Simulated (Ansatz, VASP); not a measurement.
## In3SbTe2 in VASP and in Ansatz

```
In Sb Te
1.0
     7.04320    0.00000    0.00000
    -3.52160    6.09959    0.00000
     0.00000    0.00000    4.62798
In Sb Te
3 1 2
Direct
  0.50000 0.00000 0.50000
  0.00000 0.50000 0.50000
  0.50000 0.50000 0.50000
  0.00000 0.00000 0.50000
  0.33333 0.66667 0.00000
  0.66667 0.33333 0.00000
```

Alike in both runs: functional PBE; k mesh 6 × 6 × 2; occupations gaussian, width 0.1 eV; no spin polarisation.

Ansatz relaxed the structure, and its values are those at the end. VASP's run is a single point on that final structure, the one shown.

```csv
,VASP,Ansatz
version,VASP 6.6.1,Ansatz 0.2.0
potentials or method,"VASP PAW PBE potentials, release 64 (In_d, Sb, Te), cutoff 520 eV","scalar-relativistic, plane waves, PAW"
valence electrons in the cell,56,86
```

```csv
,VASP,Ansatz,Ansatz less VASP
gap on the k mesh at the Fermi level (eV),none,none,-
pressure (GPa),0.0,0.0,+0.02
```

A gap of «none» marks a metal or a gap that the smearing closes. VASP's potentials hold 56 valence electrons a cell and Ansatz's 86, so a difference there can come from the potentials and not from the codes.

The k mesh is coarse, so the values compare programs but aren't converged. Spin-orbit coupling is off throughout.
